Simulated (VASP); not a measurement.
# Si (I4/mmm) in VASP: further runs, part 2 of 2

VASP 6.6.1. Earlier steps stand in the parts before.

## 5. Single point, r2SCAN (strain +0.040 along x and y, +0.080 along z)

Input file POSCAR:

```
Si
1.0
   -3.4584620616      3.4584620616      2.0761765128
    3.4584620616     -3.4584620616      2.0761765128
    3.4584620616      3.4584620616     -2.0761765128
Si
4
Direct
    0.1788010600      0.1788010600      0.3576021200
    0.8211989400      0.8211989400      0.6423978800
    0.1788010600      0.8211989400      0.0000000000
    0.8211989400      0.1788010600      0.0000000000
```

Input file INCAR.step1:

```
PREC = Accurate
ENCUT = 520
ISMEAR = 0
SIGMA = 0.03
LREAL = F
LASPH = T
NELM = 80
NBANDS = 16
GGA = PE
ALGO = Normal
EDIFF = 1E-4
LWAVE = T
LCHARG = F
```

Input file INCAR.step2:

```
PREC = Accurate
ENCUT = 520
EDIFF = 1E-6
ISMEAR = 0
SIGMA = 0.03
LREAL = F
LASPH = T
NELM = 80
ALGO = Normal
ISIF = 2
LWAVE = F
LCHARG = F
METAGGA = R2SCAN
LMIXTAU = T
NBANDS = 16
ISTART = 1
```

Input file KPOINTS:

```
Automatic mesh
0
Gamma
  10 10 10
```

Potentials or basis: VASP PAW PBE potentials, release 64 (Si).

Started as:

```bash
cat potpaw_PBE.64/Si/POTCAR > POTCAR
cp INCAR.step1 INCAR
mpirun -np 1 vasp_std > vasp.out
cp INCAR.step2 INCAR
mpirun -np 1 vasp_std > vasp.out
```

OUTCAR:

```text
PREC = Accurate
   ENCUT = 520
   EDIFF = 1E-6
   ISMEAR = 0
   LREAL = F
   LASPH = T
   NELM = 80
   ISIF = 2
   METAGGA = R2SCAN
   ISTART = 1

 ion  position               nearest neighbor table
   1  0.179  0.179  0.358-   3 2.47   4 2.47   2 2.50   2 2.50
   2  0.821  0.821  0.642-   3 2.47   4 2.47   1 2.50   1 2.50
   3  0.179  0.821  0.000-   1 2.47   2 2.47   4 2.50   4 2.50
   4  0.821  0.179  0.000-   1 2.47   2 2.47   3 2.50   3 2.50

  LATTYP: Found a body centered tetragonal cell.
 ALAT       =     6.9169241232
 C/A-ratio  =     0.6003178511

  Lattice vectors:

 A1 = (  -3.4584620616,   3.4584620616,   2.0761765128)
 A2 = (   3.4584620616,  -3.4584620616,   2.0761765128)
 A3 = (   3.4584620616,   3.4584620616,  -2.0761765128)

Analysis of symmetry for initial positions (statically):
=====================================================================
 Subroutine PRICEL returns:
 Original cell was already a primitive cell.

 Routine SETGRP: Setting up the symmetry group for a
 body centered tetragonal supercell.

 Subroutine GETGRP returns: Found 16 space group operations
 (whereof 16 operations were pure point group operations)
 out of a pool of 16 trial point group operations.

The static configuration has the point symmetry D_4h.

Analysis of symmetry for dynamics (positions and initial velocities):
=====================================================================
 Subroutine PRICEL returns:
 Original cell was already a primitive cell.

 Routine SETGRP: Setting up the symmetry group for a
 body centered tetragonal supercell.

 Subroutine GETGRP returns: Found 16 space group operations
 (whereof 16 operations were pure point group operations)
 out of a pool of 16 trial point group operations.

The dynamic configuration has the point symmetry D_4h.

 Subroutine INISYM returns: Found 16 space group operations
 (whereof 16 operations are pure point group operations),
 and found     1 'primitive' translations

----------------------------------------------------------------------------------------

                                     Primitive cell

  volume of cell :      99.3323

  direct lattice vectors                    reciprocal lattice vectors
    -3.458462062  3.458462062  2.076176513     0.000000000  0.144572932  0.240827308
     3.458462062 -3.458462062  2.076176513     0.144572932  0.000000000  0.240827308
     3.458462062  3.458462062 -2.076176513     0.144572932  0.144572932  0.000000000

  length of vectors
     5.313419669  5.313419669  5.313419669     0.280889880  0.280889880  0.204457001

  position of ions in fractional coordinates (direct lattice)
     0.178801060  0.178801060  0.357602120
     0.821198940  0.821198940  0.642397880
     0.178801060  0.821198940  0.000000000
     0.821198940  0.178801060  0.000000000

  ion indices of the primitive-cell ions
   primitive index   ion index
                 1           1
                 2           2
                 3           3
                 4           4

----------------------------------------------------------------------------------------

 KPOINTS: Automatic mesh

Automatic generation of k-mesh.
 Grid dimensions read from file:
 generate k-points for:   10   10   10

 Generating k-lattice:

  Cartesian coordinates                     Fractional coordinates (reciprocal lattice)
     0.000000000  0.014457293  0.024082731     0.100000000  0.000000000 -0.000000000
     0.014457293  0.000000000  0.024082731     0.000000000  0.100000000 -0.000000000
     0.014457293  0.014457293  0.000000000     0.000000000  0.000000000  0.100000000

  Length of vectors
     0.028088988  0.028088988  0.020445700

  Shift w.r.t. Gamma in fractional coordinates (k-lattice)
     0.000000000  0.000000000  0.000000000

 Subroutine IBZKPT returns following result:
 ===========================================

 Found    102 irreducible k-points:

 Following reciprocal coordinates:
            Coordinates               Weight
  0.000000  0.000000  0.000000      1.000000
  0.100000  0.000000  0.000000      8.000000
  0.200000  0.000000  0.000000      8.000000
  0.300000 -0.000000  0.000000      8.000000
  0.400000 -0.000000  0.000000      8.000000
  0.500000 -0.000000  0.000000      4.000000
[... 16 lines left out ...]
  0.300000  0.300000  0.000000      8.000000
  0.400000  0.300000  0.000000     16.000000
 [... further k-points ...]
   k-points           NKPTS =    102   k-points in BZ     NKDIM =    102   number of bands    NBANDS=     16
   number of dos      NEDOS =    301   number of ions     NIONS =      4
   total plane-waves  NPLWV =  64000
   dimension x,y,z NGX =    40 NGY =   40 NGZ =   40
   dimension x,y,z NGXF=    80 NGYF=   80 NGZF=   80
   ions per type =               4
   NGX,Y,Z   is equivalent  to a cutoff of  12.52, 12.52, 12.52 a.u.
   NGXF,Y,Z  is equivalent  to a cutoff of  25.03, 25.03, 25.03 a.u.
 SYSTEM =  unknown system
   PREC   = accura    normal or accurate (medium, high low for compatibility)
   ISTART =      1    job   : 0-new  1-cont  2-samecut
   ICHARG =      0    charge: 1-file 2-atom 10-const
   ISPIN  =      1    spin polarized calculation?
   LNONCOLLINEAR =      F non collinear calculations
   LSORBIT =      F    spin-orbit coupling
   LASPH  =      T    aspherical Exc in radial PAW
   ENCUT  =  520.0 eV  38.22 Ry    6.18 a.u.   9.88  9.88  9.88*2*pi/ulx,y,z
   NELM   =     80;   NELMIN=  2; NELMDL=  0     # of ELM steps
   EDIFF  = 0.1E-05   stopping-criterion for ELM
   LREAL  =      F    real-space projection
   EDIFFG = 0.1E-04   stopping-criterion for IOM
   NSW    =      0    number of steps for IOM
   IBRION =     -1    ionic relax: 0-MD 1-quasi-New 2-CG
   NFREE  =      0    steps in history (QN), initial steepest desc. (CG)
   ISIF   =      2    stress and relaxation
   ISYM   =      2    0-nonsym 1-usesym 2-fastsym
   POTIM  = 0.5000    time-step for ionic-motion
   TEBEG  =    0.0;   TEEND  =   0.0 temperature during run
   PSTRESS=    0.0 pullay stress
   NELECT =      16.0000    total number of electrons
   NUPDOWN=      -1.0000    fix difference up-down
   EMIN   =  10.00;   EMAX   =-10.00  energy-range for DOS
   EFERMI =   0.00;   METHOD = LEGACY
   ISMEAR =     0;   SIGMA  =   0.03  broadening in eV -4-tet -1-fermi 0-gaus
   EFERMI_NEDOS =   21; number of points for ismear=-14 and -15
   IALGO  =     38    algorithm
   IMIX   =      4    mixing-type and parameters
     AMIX     =   0.40;   BMIX     =  1.00
     AMIX_MAG =   1.60;   BMIX_MAG =  1.00
  volume/ion in A,a.u.               =      24.83       167.58
  Fermi-wavevector in a.u.,A,eV,Ry     =   0.890741  1.683256 10.795126  0.793419
  Thomas-Fermi vector in A             =   2.012471
   LORBIT       =      0    0 simple, 1 ext, 2 COOP (PROOUT), +10 PAW based schemes
   METAGGA = R2SCAN    functional components
   LHFCALC =     F    Hartree Fock is set to
   AEXX    =    0.0000 exact exchange contribution
   IVDW    =     0    specifies the selected vdW correction
   LEPSILON=     F    determine dielectric tensor
   LRPA    =     F    only Hartree local field effects (RPA)
 non-spin polarized calculation
 Gauss-broadening in eV      SIGMA  =   0.03
  energy-cutoff  :      520.00
  volume of cell :       99.33
 maximum number of plane-waves:      2696
   NGX = 19   NGY = 19   NGZ = 19

 number of electron      16.0000000 magnetization

 Free energy of the ion-electron system (eV)
  ---------------------------------------------------
  ext. energy  EPLUGINS =         0.00000000
  ---------------------------------------------------
  free energy    TOTEN  =       -34.06412238 eV

  energy without entropy =      -34.06412238  energy(sigma->0) =      -34.06412238

 E-fermi :   4.1030     XC(G=0):  -8.9393

 val. band max:        3.9589655625   @ k =   0.5000   0.5000   0.5000
 cond. band min:       4.2343263885   @ k =   0.5000   0.5000   0.5000
 fundamental gap:      0.2753608260
 Fermi energy:         4.1030082472

 k-point     1 :       0.0000    0.0000    0.0000
  band No.  band energies     occupation
      1      -7.6576      2.00000
      2      -3.5876      2.00000
      3      -1.5324      2.00000
      4      -1.5324      2.00000
      5       0.5854      2.00000
      6       2.4053      2.00000
[... 8 lines left out ...]
     15       9.5994      0.00000
     16      10.9863      0.00000
[... 419 lines left out ...]
 k-point    24 :       0.4000    0.3000    0.0000
  band No.  band energies     occupation
      1      -6.1801      2.00000
      2      -4.9539      2.00000
      3      -3.1010      2.00000
      4      -1.0811      2.00000
      5       0.2119      2.00000
      6       1.3170      2.00000
[... 8 lines left out ...]
     15      10.0582      0.00000
     16      10.1944      0.00000

 [... further k-points ...]
[... 5 lines left out ...]
  --------------------------------------------------------------------------------------
  -------------------------------------------------------------------------------------
  Total       -5.0793859     -5.0793859     -8.3794880      0.0000000      0.0000000     -0.0000000
  in kB      -81.9278377    -81.9278377   -135.1567595      0.0000000      0.0000000     -0.0000000
  external PRESSURE =     -99.6708116 kB  Pullay stress =       0.0000000 kB

 VOLUME and BASIS-vectors are now :
 -----------------------------------------------------------------------------
  energy-cutoff  :      520.00
  volume of cell :       99.33
      direct lattice vectors                 reciprocal lattice vectors
    -3.458462062  3.458462062  2.076176513     0.000000000  0.144572932  0.240827308
     3.458462062 -3.458462062  2.076176513     0.144572932  0.000000000  0.240827308
     3.458462062  3.458462062 -2.076176513     0.144572932  0.144572932  0.000000000

 POSITION                                       TOTAL-FORCE (eV/Angst)
 -----------------------------------------------------------------------------------
      1.23675      1.23675     -0.00000        -0.001584     -0.001584      0.000000
      2.22171      2.22171      2.07618         0.001584      0.001584     -0.000000
      2.22171     -2.22171      2.07618         0.001584     -0.001584      0.000000
     -2.22171      2.22171      2.07618        -0.001584      0.001584      0.000000
 -----------------------------------------------------------------------------------
    total drift:                               -0.000000     -0.000000      0.000000

  FREE ENERGIE OF THE ION-ELECTRON SYSTEM (eV)
  ---------------------------------------------------
  free  energy   TOTEN  =       -34.0641223769 eV

  energy  without entropy=      -34.0641223769  energy(sigma->0) =      -34.06412238
```

Run time: 5.8 min. Hardware: 1 thread of Intel Xeon Platinum 8375C at 2.90GHz (Ice Lake), shared host; peak memory 0.31 GiB.

What came out:

- Free energy: -34.0641 eV
- Pressure: -10.0 GPa
- Band gap on the k mesh: 0.28 eV

Forces on the atoms (eV/Å):
```
Si  -0.002 -0.002  0.000
Si   0.002  0.002  0.000
Si   0.002 -0.002  0.000
Si  -0.002  0.002  0.000
```

Levels at points of the mesh, in eV from the valence-band top:
```csv
k point,band 5,band 6,band 7,band 8,band 9,band 10,band 11,band 12
"(0.00, 0.00, 0.00)",-3.37,-1.55,-1.55,-0.59,1.40,1.40,1.43,2.51
"(0.50, 0.00, 0.00)",-3.91,-3.11,-2.20,-1.24,1.24,2.54,3.40,3.81
"(0.50, 0.50, 0.00)",-2.49,-2.04,-1.67,-1.51,1.32,1.84,2.12,4.15
"(0.50, 0.50, 0.50)",-2.95,-0.31,0.00,0.00,0.28,1.82,3.78,4.37
```

Caveat: the cell differs from its parent crystal (strain +0.040 along x and y, +0.080 along z); the cell stands under tension; the PAW data sets were made with another functional, which shifts forces and pressure a little.

## 6. The runs side by side

```tsv
cell	gap on the mesh (eV)	pressure (GPa)	largest force (eV/Å)
a = 5.404 Å, angles 96.7, 96.7, 140.1°, 4 atoms	0.19	-6.8	0.78
a = 5.284 Å, angles 98.2, 98.2, 135.5°, 4 atoms	0.63	-8.3	0.15
a = 5.431 Å, angles 97.2, 97.2, 138.5°, 4 atoms	0.46	-9.4	0.50
a = 5.313 Å, angles 98.8, 98.8, 134.0°, 4 atoms	0.28	-10.0	-
```

Alike in all rows: task single point; level r2SCAN; potentials or basis VASP PAW PBE potentials, release 64 (Si); no spin polarisation; k mesh 10 × 10 × 10; cutoff (eV) 520; smearing gaussian 0.03 eV.

Caveats: the cell stands under tension; the PAW data sets were made with another functional, which shifts forces and pressure a little.

Total energies depend on the potentials used, so only differences within one code and one set of settings carry meaning.
